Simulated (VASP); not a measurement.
A run of VASP 6.6.1 is set up as follows.

File INCAR:

```
SYSTEM = PbO
ALGO     = Normal         ! electronic algorithm
EDIFF    = 1E-7           ! SCF threshold, eV
ENCUT    = 520            ! plane-wave cutoff, eV
GGA      = CA             ! functional
ISIF     = 2              ! what is computed and relaxed
ISMEAR   = 0              ! smearing method
LASPH    = .True.         ! aspherical terms in the spheres
LCHARG   = .True.         ! write CHGCAR
LELF     = .True.         ! ELF
LREAL    = .False.        ! projectors in reciprocal space
LVHAR    = .True.       
LWAVE    = .False.        ! write WAVECAR
NBANDS   = 28             ! bands
NELM     = 100            ! most SCF steps
PREC     = Accurate       ! precision mode
SIGMA    = 0.05           ! smearing width, eV
```

KPOINTS

```
k-points
0
Gamma
  8 8 6
  0 0 0
```

The input POSCAR:

```
PbO
1.0
    3.9744000000      0.0000000000      0.0000000000
    0.0000000000      3.9744000000      0.0000000000
    0.0000000000      0.0000000000      5.0220000000
Pb O
2 2
Direct
    0.0000000000      0.5000000000      0.2351000000
    0.5000000000      0.0000000000      0.7649000000
    0.0000000000      0.0000000000      0.0149342891
    0.5000000000      0.5000000000      0.0149342891
```

Potentials or basis: VASP PAW LDA potentials, release 64 (Pb_d, O).

Launch:

```console
$ cat potpaw_LDA.64/Pb_d/POTCAR potpaw_LDA.64/O/POTCAR > POTCAR
$ mpirun -np 1 vasp_std > vasp.out
```

Problem. What does it give for the largest force?

Solution. 0.679 eV/Å.

Problem. Estimate the pressure.

Solution. -1.5 GPa.

Problem. Predict the band gap on the k mesh.

Solution. 1.17 eV, indirect (least direct gap 2.21 eV).

Stress tensor (GPa, compression positive):
```
-1.52  0.00  0.00
 0.00 -1.52  0.00
 0.00  0.00 -1.40
```

Caveat: the cell differs from its parent crystal (all O atoms moved +0.075 Å, as atom 3 along Cartesian [0 0 1]); spin-orbit coupling is left out, which moves the levels of the heavy elements. A k mesh can miss the band edges.
